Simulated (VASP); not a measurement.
**HfN: single point with PBEsol**

HfN:

```xyz
4
Lattice="-0.0003 -2.4362 -2.4363 0.0003 2.4351 -2.4353 4.8581 0.0004 -0.0018" Properties=species:S:1:pos:R:3 pbc="T T T"
Hf    2.4288   -0.0002   -2.4368
Hf   -0.0002    0.0001   -0.0001
N     1.2148    1.2175   -1.2180
N     3.6436   -1.2179   -1.2195
```

```
Program             : VASP 6.6.1
Task                : single point
Functional          : PBEsol
Potentials or basis : VASP PAW PBE potentials, release 64 (Hf_pv, N)
Cutoff              : 520 eV
k mesh              : 10 × 10 × 8
Occupations         : gaussian, width 0.15 eV
Spin                : no spin polarisation
```

```yaml
Pressure: -0.8 GPa
Band_gap_on_the_k_mesh: zero (bands 15 and 16 overlap by 2.92 eV)
```

Levels at points of the mesh, in eV from the Fermi level:
```
           k point  band 13  band 14  band 15  band 16  band 17  band 18
(0.00, 0.00, 0.00)    -3.62    -3.62    -1.13    -0.66     2.23     2.26
(0.50, 0.00, 0.00)    -4.74    -4.74     0.97     0.97     1.33     1.33
(0.00, 0.50, 0.00)    -4.74    -4.74     0.98     0.98     1.33     1.33
(0.50, 0.50, 0.00)    -3.61    -3.61    -1.15    -1.15     2.22     2.22
(0.00, 0.00, 0.50)    -4.75    -4.75    -0.22    -0.22     2.65     2.65
(0.50, 0.00, 0.50)    -4.95    -4.95     1.60     1.60     2.79     2.79
(0.00, 0.50, 0.50)    -4.95    -4.95     1.60     1.60     2.79     2.79
(0.50, 0.50, 0.50)    -3.57    -3.57    -1.32    -1.32     1.42     1.42
```

Run time: 4.1 min on 1 thread of Intel(R) Xeon(R) 6975P-C (Granite Rapids) (shared host), peak memory 0.53 GiB.

Caveat: the PAW data sets were made with another functional, which shifts forces and pressure a little; spin-orbit coupling is left out, which moves the levels of the heavy elements.
